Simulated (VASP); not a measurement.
# Na (Im-3m) in VASP: a series of runs

Runs on Na. Level: r2SCAN. Tasks: single point.

Program: VASP 6.6.1. These are calculated values, not measurements. Logs are shortened: lines on timing, memory, paths and dates and some standing lists are left out, and cuts for length are marked.

**1. The cell of the first run**

Symmetry: Im-3m, No. 229, cubic system. Conventional cell: a = 4.225 Å, b = 4.225 Å, c = 4.225 Å, α = 90.00°, β = 90.00°, γ = 90.00°. Within 4.8 Å of Na (site symmetry m-3m) lie 14 Na at 3.66 to 4.22 Å.

**2. Single point, r2SCAN**

POSCAR

```
Na
1.0
   -2.1125000000      2.1125000000      2.1125000000
    2.1125000000     -2.1125000000      2.1125000000
    2.1125000000      2.1125000000     -2.1125000000
Na
1
Direct
    0.0000000000      0.0000000000      0.0000000000
```

INCAR.step1

```
SYSTEM = Na
  PREC = Accurate
  ENCUT = 520
  ISMEAR = 1
  SIGMA = 0.01
  LREAL = .False.
  LASPH = .True.
  NELM = 60
  NBANDS = 10
  GGA = PE
  ALGO = Normal
  EDIFF = 1E-4
  LWAVE = .True.
  LCHARG = .False.
```

INCAR.step2

```
SYSTEM = Na
  PREC = Accurate
  ENCUT = 520
  EDIFF = 1E-7
  ISMEAR = 1
  SIGMA = 0.01
  LREAL = .False.
  LASPH = .True.
  NELM = 60
  ALGO = Normal
  ISIF = 2
  LWAVE = .False.
  LCHARG = .True.
  METAGGA = R2SCAN
  LMIXTAU = .True.
  LELF = .True.
  LVHAR = .True.
  NBANDS = 10
  ISTART = 1
```

KPOINTS

```
regular mesh
0
Gamma
  11 11 11
  0 0 0
```

Potentials or basis: VASP PAW PBE potentials, release 64 (Na_pv).

Run with:

```sh
cat potpaw_PBE.64/Na_pv/POTCAR > POTCAR
cp INCAR.step1 INCAR
mpirun -np 1 vasp_std > vasp.out
cp INCAR.step2 INCAR
mpirun -np 1 vasp_std > vasp.out
```

OUTCAR:

```text
SYSTEM = Na
   PREC = Accurate
   ENCUT = 520
   EDIFF = 1E-7
   ISMEAR = 1
   LREAL = .False.
   LASPH = .True.
   NELM = 60
   ISIF = 2
   METAGGA = R2SCAN
   ISTART = 1

 ion  position               nearest neighbor table
   1  0.000  0.000  0.000-

  LATTYP: Found a body centered cubic cell.
 ALAT       =     4.2250000000

  Lattice vectors:

 A1 = (  -2.1125000000,   2.1125000000,   2.1125000000)
 A2 = (   2.1125000000,  -2.1125000000,   2.1125000000)
 A3 = (   2.1125000000,   2.1125000000,  -2.1125000000)

Analysis of symmetry for initial positions (statically):
=====================================================================
 Subroutine PRICEL returns:
 Original cell was already a primitive cell.

 Routine SETGRP: Setting up the symmetry group for a
 body centered cubic supercell.

 Subroutine GETGRP returns: Found 48 space group operations
 (whereof 48 operations were pure point group operations)
 out of a pool of 48 trial point group operations.

The static configuration has the point symmetry O_h .

Analysis of symmetry for dynamics (positions and initial velocities):
=====================================================================
 Subroutine PRICEL returns:
 Original cell was already a primitive cell.

 Routine SETGRP: Setting up the symmetry group for a
 body centered cubic supercell.

 Subroutine GETGRP returns: Found 48 space group operations
 (whereof 48 operations were pure point group operations)
 out of a pool of 48 trial point group operations.

The dynamic configuration has the point symmetry O_h .

 Subroutine INISYM returns: Found 48 space group operations
 (whereof 48 operations are pure point group operations),
 and found     1 'primitive' translations

----------------------------------------------------------------------------------------

                                     Primitive cell

  volume of cell :      37.7094

  direct lattice vectors                    reciprocal lattice vectors
    -2.112500000  2.112500000  2.112500000     0.000000000  0.236686391  0.236686391
     2.112500000 -2.112500000  2.112500000     0.236686391  0.000000000  0.236686391
     2.112500000  2.112500000 -2.112500000     0.236686391  0.236686391  0.000000000

  length of vectors
     3.658957331  3.658957331  3.658957331     0.334725104  0.334725104  0.334725104

  position of ions in fractional coordinates (direct lattice)
     0.000000000  0.000000000  0.000000000

  ion indices of the primitive-cell ions
   primitive index   ion index
                 1           1

----------------------------------------------------------------------------------------

 KPOINTS: regular mesh

Automatic generation of k-mesh.
 Grid dimensions read from file:
 generate k-points for:   11   11   11

 Generating k-lattice:

  Cartesian coordinates                     Fractional coordinates (reciprocal lattice)
     0.000000000  0.021516945  0.021516945     0.090909091  0.000000000  0.000000000
     0.021516945  0.000000000  0.021516945     0.000000000  0.090909091  0.000000000
     0.021516945  0.021516945  0.000000000     0.000000000  0.000000000  0.090909091

  Length of vectors
     0.030429555  0.030429555  0.030429555

  Shift w.r.t. Gamma in fractional coordinates (k-lattice)
     0.000000000  0.000000000  0.000000000

 Subroutine IBZKPT returns following result:
 ===========================================

 Found     56 irreducible k-points:

 Following reciprocal coordinates:
            Coordinates               Weight
  0.000000  0.000000  0.000000      1.000000
  0.090909  0.000000  0.000000     12.000000
  0.181818  0.000000  0.000000     12.000000
  0.272727  0.000000  0.000000     12.000000
  0.363636  0.000000  0.000000     12.000000
  0.454545  0.000000  0.000000     12.000000
[... 16 lines left out ...]
  0.272727  0.181818  0.090909     48.000000
  0.363636  0.181818  0.090909     24.000000
 [... further k-points ...]
   k-points           NKPTS =     56   k-points in BZ     NKDIM =     56   number of bands    NBANDS=     10
   number of dos      NEDOS =    301   number of ions     NIONS =      1
   total plane-waves  NPLWV =  21952
   dimension x,y,z NGX =    28 NGY =   28 NGZ =   28
   dimension x,y,z NGXF=    56 NGYF=   56 NGZF=   56
   ions per type =               1
   NGX,Y,Z   is equivalent  to a cutoff of  12.72, 12.72, 12.72 a.u.
   NGXF,Y,Z  is equivalent  to a cutoff of  25.44, 25.44, 25.44 a.u.
 SYSTEM =  Na
   PREC   = accura    normal or accurate (medium, high low for compatibility)
   ISTART =      1    job   : 0-new  1-cont  2-samecut
   ICHARG =      0    charge: 1-file 2-atom 10-const
   ISPIN  =      1    spin polarized calculation?
   LNONCOLLINEAR =      F non collinear calculations
   LSORBIT =      F    spin-orbit coupling
   LASPH  =      T    aspherical Exc in radial PAW
   ENCUT  =  520.0 eV  38.22 Ry    6.18 a.u.   6.80  6.80  6.80*2*pi/ulx,y,z
   NELM   =     60;   NELMIN=  2; NELMDL=  0     # of ELM steps
   EDIFF  = 0.1E-06   stopping-criterion for ELM
   LREAL  =      F    real-space projection
   EDIFFG = 0.1E-05   stopping-criterion for IOM
   NSW    =      0    number of steps for IOM
   IBRION =     -1    ionic relax: 0-MD 1-quasi-New 2-CG
   NFREE  =      0    steps in history (QN), initial steepest desc. (CG)
   ISIF   =      2    stress and relaxation
   ISYM   =      2    0-nonsym 1-usesym 2-fastsym
   POTIM  = 0.5000    time-step for ionic-motion
   TEBEG  =    0.0;   TEEND  =   0.0 temperature during run
   PSTRESS=    0.0 pullay stress
   NELECT =       7.0000    total number of electrons
   NUPDOWN=      -1.0000    fix difference up-down
   EMIN   =  10.00;   EMAX   =-10.00  energy-range for DOS
   EFERMI =   0.00;   METHOD = LEGACY
   ISMEAR =     1;   SIGMA  =   0.01  broadening in eV -4-tet -1-fermi 0-gaus
   EFERMI_NEDOS =   21; number of points for ismear=-14 and -15
   IALGO  =     38    algorithm
   IMIX   =      4    mixing-type and parameters
     AMIX     =   0.40;   BMIX     =  1.00
     AMIX_MAG =   1.60;   BMIX_MAG =  1.00
  volume/ion in A,a.u.               =      37.71       254.48
  Fermi-wavevector in a.u.,A,eV,Ry     =   0.933879  1.764776 11.866059  0.872131
  Thomas-Fermi vector in A             =   2.060627
   LORBIT       =      0    0 simple, 1 ext, 2 COOP (PROOUT), +10 PAW based schemes
   METAGGA = R2SCAN    functional components
   LHFCALC =     F    Hartree Fock is set to
   AEXX    =    0.0000 exact exchange contribution
   IVDW    =     0    specifies the selected vdW correction
   LEPSILON=     F    determine dielectric tensor
   LRPA    =     F    only Hartree local field effects (RPA)
 non-spin polarized calculation
 Methfessel and Paxton  Order N= 1 SIGMA  =   0.01
  energy-cutoff  :      520.00
  volume of cell :       37.71
 maximum number of plane-waves:      1027
   NGX = 13   NGY = 13   NGZ = 13

 number of electron       7.0000011 magnetization

 Free energy of the ion-electron system (eV)
  ---------------------------------------------------
  ext. energy  EPLUGINS =         0.00000000
  ---------------------------------------------------
  free energy    TOTEN  =        -3.55639408 eV

  energy without entropy =       -3.55633278  energy(sigma->0) =       -3.55637365

 E-fermi :   0.2703     XC(G=0):  -6.8705

 val. band max:        0.2664321763   @ k =  -0.3636   0.4545   0.0909
 cond. band min:       0.4096308554   @ k =   0.1818   0.1818   0.1818
 fundamental gap:      0.1431986792
 Fermi energy:         0.2703049770

 k-point     1 :       0.0000    0.0000    0.0000
  band No.  band energies     occupation
      1     -25.7258      2.00000
      2     -25.7258      2.00000
      3     -25.7256      2.00000
      4      -3.1530      2.00000
      5      12.6047      0.00000
      6      12.6053      0.00000
      7      12.6053      0.00000
      8      13.8062      0.00000
      9      13.8062      0.00000
     10      14.4144      0.00000

 k-point     2 :       0.0909    0.0000    0.0000
  band No.  band energies     occupation
      1     -25.7284      2.00000
      2     -25.7267      2.00000
      3     -25.7258      2.00000
      4      -2.9993      2.00000
      5      10.9162      0.00000
      6      11.7727      0.00000
      7      12.1819      0.00000
      8      12.8307      0.00000
      9      13.1636      0.00000
     10      14.9764      0.00000

 k-point     3 :       0.1818    0.0000    0.0000
  band No.  band energies     occupation
      1     -25.7357      2.00000
      2     -25.7291      2.00000
      3     -25.7258      2.00000
      4      -2.5409      2.00000
      5       8.4408      0.00000
      6      10.6760      0.00000
      7      11.4697      0.00000
      8      11.8091      0.00000
      9      12.8037      0.00000
     10      15.1219      0.00000

 k-point     4 :       0.2727    0.0000    0.0000
  band No.  band energies     occupation
      1     -25.7452      2.00000
      2     -25.7323      2.00000
      3     -25.7258      2.00000
      4      -1.7856      2.00000
      5       6.1351      0.00000
      6       9.8093      0.00000
      7      10.8620      0.00000
      8      11.0329      0.00000
      9      12.2616      0.00000
     10      15.7164      0.00000
[... 222 lines left out ...]
 k-point    22 :       0.1818    0.1818    0.0909
  band No.  band energies     occupation
      1     -25.7517      2.00000
      2     -25.7342      2.00000
      3     -25.7301      2.00000
      4      -0.6006      2.00000
      5       5.2988      0.00000
      6       5.9947      0.00000
      7       8.0133      0.00000
      8      14.5757      0.00000
      9      15.2764      0.00000
     10      16.5513      0.00000

 k-point    23 :       0.2727    0.1818    0.0909
  band No.  band energies     occupation
      1     -25.7533      2.00000
      2     -25.7387      2.00000
      3     -25.7308      2.00000
      4       0.5496      0.00000
      5       3.6824      0.00000
      6       5.3556      0.00000
      7       7.5086      0.00000
      8      14.5425      0.00000
      9      15.7864      0.00000
     10      16.6739      0.00000

 k-point    24 :       0.3636    0.1818    0.0909
  band No.  band energies     occupation
      1     -25.7534      2.00000
      2     -25.7410      2.00000
      3     -25.7310      2.00000
      4       1.6756      0.00000
      5       2.3418      0.00000
      6       5.1914      0.00000
      7       7.3482      0.00000
      8      14.4603      0.00000
      9      15.9280      0.00000
     10      17.0291      0.00000

 [... further k-points ...]

------------------------ aborting loop because EDIFF is reached ----------------------------------------

  FORCE on cell =-STRESS in cart. coord.  units (eV):
  Direction    XX          YY          ZZ          XY          YZ          ZX
  --------------------------------------------------------------------------------------
  -------------------------------------------------------------------------------------
  Total        0.0175258      0.0175258      0.0175258      0.0000000      0.0000000      0.0000000
  in kB        0.7446249      0.7446249      0.7446249      0.0000000      0.0000000      0.0000000
  external PRESSURE =       0.7446249 kB  Pullay stress =       0.0000000 kB

 VOLUME and BASIS-vectors are now :
 -----------------------------------------------------------------------------
  energy-cutoff  :      520.00
  volume of cell :       37.71
      direct lattice vectors                 reciprocal lattice vectors
    -2.112500000  2.112500000  2.112500000     0.000000000  0.236686391  0.236686391
     2.112500000 -2.112500000  2.112500000     0.236686391  0.000000000  0.236686391
     2.112500000  2.112500000 -2.112500000     0.236686391  0.236686391  0.000000000

 POSITION                                       TOTAL-FORCE (eV/Angst)
 -----------------------------------------------------------------------------------
      0.00000      0.00000      0.00000         0.000000     -0.000000      0.000000
 -----------------------------------------------------------------------------------
    total drift:                               -0.000000     -0.000000     -0.000000

  FREE ENERGIE OF THE ION-ELECTRON SYSTEM (eV)
  ---------------------------------------------------
  free  energy   TOTEN  =        -3.5563940785 eV

  energy  without entropy=       -3.5563327819  energy(sigma->0) =       -3.55637365
```

It took 72 s on 1 thread of Intel Xeon 6975P-C, shared host; peak memory 0.16 GiB.

Results:

| Property | Result |
| --- | --- |
| Free energy | -3.5564 eV |
| Pressure | 0.1 GPa |

Caveat: the PAW data sets were made with another functional, which shifts forces and pressure a little.

[end of part 1 of 2]
